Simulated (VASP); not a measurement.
# Bi2Se3 (R-3m) in VASP: a series of runs

The runs below take Bi2Se3 through single point, with PBEsol+D3(BJ).

Everything below comes from runs of VASP 6.6.1. Logs are shortened: lines on timing, memory, paths and dates and some standing lists are left out, and cuts for length are marked.

## Step 1: The cell of the first run

The structure is trigonal, space group R-3m (No. 166). Conventional cell: a = 4.058 Å, b = 4.058 Å, c = 28.051 Å, α = 90.00°, β = 90.00°, γ = 120.00°. Bi (site symmetry 3m) has 6 Se at 2.79 to 3.01 Å within 3.7 Å. Within 4.2 Å of Se (site symmetry -3m) lie 6 Bi at 3.01 Å and 12 Se at 4.06 to 4.14 Å. Se (site symmetry 3m) has 3 Bi at 2.79 Å and 3 Se at 3.45 Å within 3.7 Å.

## Step 2: Single point, PBEsol+D3(BJ)

INCAR

```
SYSTEM = Bi2Se3
PREC = Accurate ; ENCUT = 520
EDIFF = 1E-6 ; ISMEAR = -1
SIGMA = 0.05 ; LREAL = .FALSE.
LASPH = .TRUE. ; NELM = 100
ALGO = Normal ; ISIF = 2
LWAVE = .FALSE. ; LCHARG = .FALSE.
GGA = PS ; IVDW = 12
NBANDS = 32
```

KPOINTS

```
Automatic mesh
0
G
  6 6 6
  0 0 0
```

POSCAR

```
Bi2Se3
1.0
    2.0292126242      1.1715664523      9.3504759331
   -2.0292126242      1.1715664523      9.3504759331
    0.0000000000     -2.3431329143      9.3504759331
Bi Se
2 3
Direct
    0.4008000000      0.4008000000      0.4008000000
    0.5992000000      0.5992000000      0.5992000000
    0.0000000000      0.0000000000      0.0000000000
    0.2117000000      0.2117000000      0.2117000000
    0.7883000000      0.7883000000      0.7883000000
```

Potentials or basis: VASP PAW PBE potentials, release 64 (Bi_d, Se).

The run is started by

```console
$ cat potpaw_PBE.64/Bi_d/POTCAR potpaw_PBE.64/Se/POTCAR > POTCAR
$ mpirun -np 1 vasp_std > vasp.out
```

OUTCAR:

```text
SYSTEM = Bi2Se3
   PREC = Accurate
   ENCUT = 520
   EDIFF = 1E-6
   ISMEAR = -1
   LREAL = .FALSE.
   LASPH = .TRUE.
   NELM = 100
   ISIF = 2
   GGA = PS
   IVDW = 12
 IVDW          = 12

 ion  position               nearest neighbor table
   1  0.401  0.401  0.401-   5 2.79   5 2.79   5 2.79   3 3.01   3 3.01   3 3.01
   2  0.599  0.599  0.599-   4 2.79   4 2.79   4 2.79   3 3.01   3 3.01   3 3.01
   3  0.000  0.000  0.000-   2 3.01   2 3.01   1 3.01   1 3.01   2 3.01   1 3.01
   4  0.212  0.212  0.212-   2 2.79   2 2.79   2 2.79
   5  0.788  0.788  0.788-   1 2.79   1 2.79   1 2.79

  LATTYP: Found a trigonal (rhomboedric) cell.
 ALAT       =     9.6395887880
 COS(alpha) =     0.9113725832

  Lattice vectors:

 A1 = (   2.0292126242,   1.1715664523,   9.3504759331)
 A2 = (  -2.0292126242,   1.1715664523,   9.3504759331)
 A3 = (   0.0000000000,  -2.3431329143,   9.3504759331)

Analysis of symmetry for initial positions (statically):
=====================================================================
 Subroutine PRICEL returns:
 Original cell was already a primitive cell.

 Routine SETGRP: Setting up the symmetry group for a
 trigonal (rhombohedral) supercell.

 Subroutine GETGRP returns: Found 12 space group operations
 (whereof 12 operations were pure point group operations)
 out of a pool of 12 trial point group operations.

The static configuration has the point symmetry D_3d.

Analysis of symmetry for dynamics (positions and initial velocities):
=====================================================================
 Subroutine PRICEL returns:
 Original cell was already a primitive cell.

 Routine SETGRP: Setting up the symmetry group for a
 trigonal (rhombohedral) supercell.

 Subroutine GETGRP returns: Found 12 space group operations
 (whereof 12 operations were pure point group operations)
 out of a pool of 12 trial point group operations.

The dynamic configuration has the point symmetry D_3d.

 Subroutine INISYM returns: Found 12 space group operations
 (whereof 12 operations are pure point group operations),
 and found     1 'primitive' translations

----------------------------------------------------------------------------------------

                                     Primitive cell

  volume of cell :     133.3765

  direct lattice vectors                    reciprocal lattice vectors
     2.029212624  1.171566452  9.350475933     0.246400990  0.142259678  0.035648809
[... 93 lines left out ...]
   LREAL  =      F    real-space projection
   EDIFFG = 0.1E-04   stopping-criterion for IOM
   NSW    =      0    number of steps for IOM
   IBRION =     -1    ionic relax: 0-MD 1-quasi-New 2-CG
   NFREE  =      0    steps in history (QN), initial steepest desc. (CG)
   ISIF   =      2    stress and relaxation
   ISYM   =      2    0-nonsym 1-usesym 2-fastsym
   POTIM  = 0.5000    time-step for ionic-motion
   TEBEG  =    0.0;   TEEND  =   0.0 temperature during run
   PSTRESS=    0.0 pullay stress
   NELECT =      48.0000    total number of electrons
   NUPDOWN=      -1.0000    fix difference up-down
   EMIN   =  10.00;   EMAX   =-10.00  energy-range for DOS
   EFERMI =   0.00;   METHOD = LEGACY
   ISMEAR =    -1;   SIGMA  =   0.05  broadening in eV -4-tet -1-fermi 0-gaus
   EFERMI_NEDOS =   21; number of points for ismear=-14 and -15
   IALGO  =     38    algorithm
   IMIX   =      4    mixing-type and parameters
     AMIX     =   0.40;   BMIX     =  1.00
     AMIX_MAG =   1.60;   BMIX_MAG =  1.00
  volume/ion in A,a.u.               =      26.68       180.01
  Fermi-wavevector in a.u.,A,eV,Ry     =   1.164471  2.200532 18.449408  1.355993
  Thomas-Fermi vector in A             =   2.301009
   LORBIT       =      0    0 simple, 1 ext, 2 COOP (PROOUT), +10 PAW based schemes
   GGA     = PS    functional components
   LHFCALC =     F    Hartree Fock is set to
   AEXX    =    0.0000 exact exchange contribution
   IVDW    =    12    specifies the selected vdW correction
   LEPSILON=     F    determine dielectric tensor
   LRPA    =     F    only Hartree local field effects (RPA)
 non-spin polarized calculation
  energy-cutoff  :      520.00
  volume of cell :      133.38
 maximum number of plane-waves:      3621
   NGX = 35   NGY = 35   NGZ = 35

 number of electron      47.9999996 magnetization

 Free energy of the ion-electron system (eV)
  ---------------------------------------------------
  ext. energy  EPLUGINS =         0.00000000
  ---------------------------------------------------
  free energy    TOTEN  =       -21.95166340 eV

  energy without entropy =      -21.95098110  energy(sigma->0) =      -21.95132225

 E-fermi :   5.6604     XC(G=0):  -9.9638

 val. band max:        5.6161410620   @ k =   0.0000   0.0000   0.0000
 cond. band min:       5.7044006642   @ k =   0.0000   0.0000   0.0000
 fundamental gap:      0.0882596022
 Fermi energy:         5.6604481834

 k-point     1 :       0.0000    0.0000    0.0000
  band No.  band energies     occupation
      1     -17.5280      2.00000
      2     -17.5280      2.00000
      3     -17.5252      2.00000
      4     -17.5252      2.00000
      5     -17.5096      2.00000
      6     -17.5063      2.00000
[... 829 lines left out ...]
     31      10.8202      0.00000
     32      11.9360      0.00000

 [... further k-points ...]

------------------------ aborting loop because EDIFF is reached ----------------------------------------

 Edisp (eV)   -2.00137

 E8    (eV) :    -1.3494

  FORCE on cell =-STRESS in cart. coord.  units (eV):
  Direction    XX          YY          ZZ          XY          YZ          ZX
  --------------------------------------------------------------------------------------
  -------------------------------------------------------------------------------------
  Total       1.44430     1.44430     1.40918     0.00000    -0.00000     0.00000
  in kB      17.34959    17.34959    16.92767     0.00000    -0.00000     0.00000
  external pressure =       17.21 kB  Pullay stress =        0.00 kB

 VOLUME and BASIS-vectors are now :
 -----------------------------------------------------------------------------
  energy-cutoff  :      520.00
  volume of cell :      133.38
      direct lattice vectors                 reciprocal lattice vectors
     2.029212624  1.171566452  9.350475933     0.246400990  0.142259678  0.035648809
    -2.029212624  1.171566452  9.350475933    -0.246400990  0.142259678  0.035648809
     0.000000000 -2.343132914  9.350475933     0.000000000 -0.284519356  0.035648809

 POSITION                                       TOTAL-FORCE (eV/Angst)
 -----------------------------------------------------------------------------------
      0.00000     -0.00000     11.24301         0.000000      0.000000     -0.394840
      0.00000     -0.00000     16.80842         0.000000     -0.000000      0.394840
      0.00000      0.00000      0.00000         0.000000     -0.000000      0.000000
      0.00000     -0.00000      5.93849         0.000000      0.000000     -0.616558
      0.00000     -0.00000     22.11294         0.000000     -0.000000      0.616558
 -----------------------------------------------------------------------------------
    total drift:                                0.000000      0.000000      0.000000

  FREE ENERGIE OF THE ION-ELECTRON SYSTEM (eV)
  ---------------------------------------------------
  free  energy   TOTEN  =       -23.9530382485 eV

  energy  without entropy=      -23.9523559494  energy(sigma->0) =      -23.95269710
```

OSZICAR:

```text
N       E                     dE             d eps       ncg     rms          rms(c)
DAV:   1     0.471720897417E+03    0.47172E+03   -0.23053E+04  2048   0.157E+03
DAV:   2     0.331658569035E+02   -0.43856E+03   -0.41979E+03  2104   0.421E+02
DAV:   3    -0.203658839675E+02   -0.53532E+02   -0.50787E+02  2720   0.151E+02
DAV:   4    -0.225343726267E+02   -0.21685E+01   -0.21582E+01  2288   0.313E+01
DAV:   5    -0.226160813513E+02   -0.81709E-01   -0.81701E-01  3008   0.642E+00    0.536E+00
DAV:   6    -0.219612512549E+02    0.65483E+00   -0.84038E-01  2880   0.686E+00    0.343E+00
DAV:   7    -0.219510257318E+02    0.10226E-01   -0.31491E-01  2408   0.238E+00    0.165E+00
DAV:   8    -0.219520048853E+02   -0.97915E-03   -0.37719E-02  2480   0.107E+00    0.524E-01
DAV:   9    -0.219515837789E+02    0.42111E-03   -0.18231E-03  2648   0.388E-01    0.108E-01
DAV:  10    -0.219516421057E+02   -0.58327E-04   -0.82664E-04  2328   0.145E-01    0.437E-02
DAV:  11    -0.219516548025E+02   -0.12697E-04   -0.77347E-05  2488   0.575E-02    0.253E-02
DAV:  12    -0.219516630667E+02   -0.82642E-05   -0.23356E-05  2240   0.231E-02    0.608E-03
DAV:  13    -0.219516634020E+02   -0.33536E-06   -0.20903E-06  1792   0.146E-02
   1 F= -.23953038E+02 E0= -.23952697E+02  d E =-.682299E-03
```

It took 6.8 min on 1 thread of Intel Xeon 6975P-C (Granite Rapids), shared host; peak memory 0.73 GiB.

Results:

```yaml
Free_energy: -23.9530 eV
Pressure: 1.7 GPa
Largest_force: 0.617 eV/Å
Band_gap_on_the_k_mesh: 0.09 eV
Dispersion_energy_per_atom: -0.400 eV
```

Forces in eV/Å, atoms in the order of the input:
```
Bi   0.000  0.000 -0.395
Bi   0.000  0.000  0.395
Se   0.000  0.000  0.000
Se   0.000  0.000 -0.617
Se   0.000  0.000  0.617
```

Caveat: three body term missing; the PAW data sets were made with another functional, which shifts forces and pressure a little; spin-orbit coupling is left out, which moves the levels of the heavy elements.

## Step 3: Single point, PBEsol+D3(BJ)

This run uses another cell than the first one, of 27.24 Å³/atom.

INCAR

```
SYSTEM = Bi2Se3
  ALGO = Normal
  EDIFF = 1E-7
  ENCUT = 520
  GGA = PS
  ISIF = 2
  ISMEAR = -1
  IVDW = 12
  LASPH = .TRUE.
  LCHARG = .FALSE.
  LREAL = .FALSE.
  LWAVE = .FALSE.
  NBANDS = 32
  NELM = 100
  PREC = Accurate
  SIGMA = 0.05
```

KPOINTS

```
k-points
0
G
  6 6 6
  0 0 0
```

Changes to POSCAR since step 2:

```diff
@@ -2,5 +2,5 @@
 1.0
-    2.0292126242      1.1715664523      9.3504759331
-   -2.0292126242      1.1715664523      9.3504759331
-    0.0000000000     -2.3431329143      9.3504759331
+    2.0435033248      1.1798171921      9.4163265248
+   -2.0435033248      1.1798171921      9.4163265248
+    0.0000000000     -2.3596343940      9.4163265248
 Bi Se
```

Potentials or basis: VASP PAW PBE potentials, release 64 (Bi_d, Se).

The run is started by

```console
$ cat potpaw_PBE.64/Bi_d/POTCAR potpaw_PBE.64/Se/POTCAR > POTCAR
$ mpirun -np 1 vasp_std > vasp.out
```

Wall time 6.2 min (1 thread of Intel Xeon 6975P-C (Granite Rapids), shared host); peak memory 0.74 GiB.

It converged, with:

* Free energy: -23.9703 eV
* Pressure: 0.2 GPa
* Largest force: 0.430 eV/Å
* Band gap on the k mesh: 0.11 eV
* Dispersion energy per atom: -0.392 eV

Forces in eV/Å, atoms in the order of the input:
```
Bi   0.000  0.000 -0.322
Bi   0.000  0.000  0.322
Se   0.000  0.000  0.000
Se   0.000  0.000 -0.430
Se   0.000  0.000  0.430
```

Levels at points of the mesh, in eV from the valence-band top:
```csv
k point,band 20,band 21,band 22,band 23,band 24,band 25,band 26,band 27,band 28,band 29
"(0.00, 0.00, 0.00)",-2.01,-2.01,-1.32,-1.32,0.00,0.11,1.32,1.32,2.06,2.73
"(0.50, 0.00, 0.00)",-3.25,-3.22,-2.34,-1.35,-0.60,0.73,1.87,2.87,3.21,3.82
"(0.50, 0.50, 0.00)",-2.78,-2.05,-2.03,-1.79,-1.08,1.23,1.87,2.61,3.01,3.57
"(0.50, 0.50, 0.50)",-1.76,-1.62,-1.51,-1.51,-0.48,0.53,1.65,1.65,2.05,2.36
```

Caveat: three body term missing; the PAW data sets were made with another functional, which shifts forces and pressure a little; spin-orbit coupling is left out, which moves the levels of the heavy elements. A k mesh can miss the band edges.

(Part 1 of 2 ends here.)
